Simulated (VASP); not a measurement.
Write the native input for VASP 6.6.1 that does the following.

```
Task                   : single point
Functional             : PBE
Potentials or basis    : VASP PAW PBE potentials, release 64 (Na_pv, Cl, Mg)
Cutoff                 : 520 eV
k mesh                 : 1 × 1 × 1
Occupations            : fermi-dirac, width 0.0991 eV
Spin                   : no spin polarisation
Dipole correction      : no
Further INCAR settings : LREAL = Auto; ALGO = Normal; EDIFF = 1e-06; NBANDS = 87; ISYM = 0
```

The structure of NaMg2Cl5 lies in POSCAR:

```
NaMg2Cl5
1.0
    8.4867630000     -0.1409510000      0.2958770000
   -0.1409510000      8.3834470000      0.0484200000
    0.2958770000      0.0484200000      8.4326000000
Na Cl Mg
3 15 6
Direct
    0.6442442464      0.3240595636      1.0078623415
   -0.0323869873      0.4567039229      0.5260819867
    0.2756754001      0.1118843918      0.8411989834
    1.0173678970      0.1303341191      0.6515663568
    0.1591842198      0.6268304841      0.3581171784
    0.8583922387      0.8524132661      0.3440686893
    0.4492656299      0.8689859492      0.3809539565
    0.7798030683      1.0215439524     -0.0298339718
    0.6310750306      0.6005823084      0.1818608991
    0.3390193590      0.3434412085      0.5763929922
    0.1796489317      0.9106496238      0.0560066122
    0.7044491432      0.2406431987      0.4261939090
    0.3870132785      0.7103552534      0.9043430580
    0.4087576719      0.1889722671      0.1199259978
    0.6969120341      0.6073040243      0.6449059717
    0.0633937064      0.2681106201      0.2894719712
    0.0674575445      0.3888155008      0.9222235630
    0.5425137477      1.0203438824      0.6895496773
    0.7822721133      1.0082661352      0.5570493594
    0.4300833732      0.1679642927      0.4143109350
    0.5604205697      0.8512067477      0.0828414738
    0.4886215653      0.5845703717      0.4932872684
    0.9536592008      0.0624622504      0.2047759593
    0.1734638844      0.6071995504      0.0611453673
```

These files were run (other wordings do the same):

INCAR

```
ALGO = Normal ; EDIFF = 1E-6
ENCUT = 520 ; GGA = PE
ISIF = 2 ; ISMEAR = -1
ISYM = 0 ; LASPH = T
LCHARG = F ; LREAL = Auto
LWAVE = F ; NBANDS = 87
NELM = 60 ; PREC = Accurate
SIGMA = 0.0991
```

KPOINTS

```
k-points
0
Gamma
  1 1 1
```

Potentials or basis: VASP PAW PBE potentials, release 64 (Na_pv, Cl, Mg).

Run with:

```console
$ cat potpaw_PBE.64/Na_pv/POTCAR potpaw_PBE.64/Cl/POTCAR potpaw_PBE.64/Mg/POTCAR > POTCAR
$ mpirun -np 1 vasp_gam > vasp.out
```

Results of the run:

```json
{
  "Pressure": "3.5 GPa",
  "Largest force": "2.515 eV/Å",
  "Band gap on the k mesh": "3.30 eV"
}
```

Caveat: the k points lie up to 0.75 Å⁻¹ apart.

Run time: 86 s on 1 thread of Intel(R) Xeon(R) Platinum 8259CL CPU @ 2.50GHz (Skylake/Cascade Lake), on a shared host, peak memory 0.53 GiB.
